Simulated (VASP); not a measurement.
A run of VASP 6.6.1 is set up as follows.

File INCAR:

```
SYSTEM = Ir
ALGO = Normal ; EDIFF = 1E-6
ENCUT = 560 ; GGA_COMPAT = .FALSE.
ISIF = 2 ; ISMEAR = 0
LASPH = .TRUE. ; LCHARG = .FALSE.
LREAL = .FALSE. ; LWAVE = .FALSE.
NBANDS = 14 ; NELM = 120
PREC = Accurate ; SIGMA = 0.15
```

KPOINTS

```
k-points
0
G
  22 22 22
  0 0 0
```

File POSCAR:

```
Ir
1.0
    0.0000000000      1.9550781403      1.8098158345
    1.9550781403      0.0000000000      1.8098158345
    1.9550781403      1.9550781403      0.0000000000
Ir
1
Direct
    0.0000000000      0.0000000000      0.0000000000
```

Potentials or basis: VASP PAW LDA potentials, release 64 (Ir_sv_GW).

The run is started by

```console
$ cat potpaw_LDA.64/Ir_sv_GW/POTCAR > POTCAR
$ mpirun -np 1 vasp_std > vasp.out
```

(1) Predict the pressure.

(2) Estimate the band gap on the k mesh.

## Answers

(1) 1.2 GPa.

(2) zero (an odd number of electrons rules out a gap without spin polarisation).

Caveat: the stress differs along the axes, from -8 to 20 GPa; spin-orbit coupling is left out, which moves the levels of the heavy elements.
